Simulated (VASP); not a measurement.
Input of a VASP 6.6.1 run:

The input INCAR:

```
ALGO = Normal
EDIFF = 1E-6
EDIFFG = -0.04
ENCUT = 600
GGA = PE
IBRION = 2
ISIF = 3
ISMEAR = 0
LASPH = True
LCHARG = False
LREAL = False
LWAVE = False
NELM = 80
NSW = 90
PREC = Accurate
SIGMA = 0.1
```

KPOINTS

```
k-points
0
Gamma
  4 4 4
```

POSCAR

```
CdTe4
1.0
    5.6160035200      0.0000000000      0.0000000000
    0.0000000000      5.6160035200      0.0000000000
    0.0000000000      0.0000000000      5.6160035200
Cd Te
1 4
Direct
    0.0000000000      0.0000000000      0.0000000000
    0.2500000000      0.2500000000      0.2500000000
    0.7500000000      0.7500000000      0.2500000000
    0.2500000000      0.7500000000      0.7500000000
    0.7500000000      0.2500000000      0.7500000000
```

Potentials or basis: VASP PAW PBE potentials, release 64 (Cd, Te).

Command:

```sh
$ cat potpaw_PBE.64/Cd/POTCAR potpaw_PBE.64/Te/POTCAR > POTCAR
$ mpirun -np 1 vasp_std > vasp.out
```

Q: What does it give for the relaxed volume?

A: 33.98 Å³/atom.

Q: What does it give for the relaxed cell?

A: a = 5.538 Å, b = 5.538 Å, c = 5.538 Å, α = 90.00°, β = 90.00°, γ = 90.00°.

Q: Estimate the space group after relaxing (to 0.1 Å).

A: P-43m (No. 215).

Q: Estimate the band gap on the k mesh.

A: Zero (bands 18 and 19 overlap by 0.80 eV).

Final structure:
```yaml
crystal:
  lattice:
    - [5.53839, 0.00000, 0.00000]
    - [0.00000, 5.53839, 0.00000]
    - [0.00000, 0.00000, 5.53839]
  atoms:
    - { symbol: Cd, position: [0.00000, 0.00000, 0.00000] }
    - { symbol: Te, position: [0.29909, 0.29909, 0.29909] }
    - { symbol: Te, position: [0.70091, 0.70091, 0.29909] }
    - { symbol: Te, position: [0.29909, 0.70091, 0.70091] }
    - { symbol: Te, position: [0.70091, 0.29909, 0.70091] }
```

Caveat: semilocal functionals underestimate gaps, so a narrow gap can read as zero; spin-orbit coupling is left out, which moves the levels of the heavy elements.
